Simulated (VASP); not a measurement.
The system is BaS.

```
Ba S
1.0
     5.38445    0.00000    0.00000
    -2.69222    4.66307    0.00000
     0.00000    0.00000    6.38170
Ba S
2 2
Cartesian
  0.0000 3.1087 1.5954
  2.6922 1.5544 4.7863
  2.6922 1.5544 1.5954
  0.0000 3.1087 4.7863
```

Base run:

```yaml
Program: VASP 6.6.1
Functional: PBE
Potentials_or_basis: VASP PAW PBE potentials, release 64 (Ba_sv, S)
Cutoff: 520 eV
k_mesh: 6 × 6 × 4
Occupations: gaussian, width 0.01 eV
Spin: no spin polarisation
```

Its results: band gap on the k mesh 2.47 eV (least direct gap 2.62 eV); pressure 0.4 GPa.

**Question.** The run is repeated on the same cell with these changes: functional from PBE to r2SCAN; further incar settings from ALGO = Normal; EDIFF = 1e-07; NBANDS = 24 to ALGO = Normal; EDIFF = 1e-06; NBANDS = 24. What comes out?

**Answer.** Band gap on the k mesh 2.82 eV (least direct gap 2.97 eV); pressure 0.4 GPa.

Caveats: spin-orbit coupling is left out, which moves the levels of the heavy elements; the PAW data sets were made with another functional, which shifts forces and pressure a little (at least some runs).

A k mesh can miss the band edges.
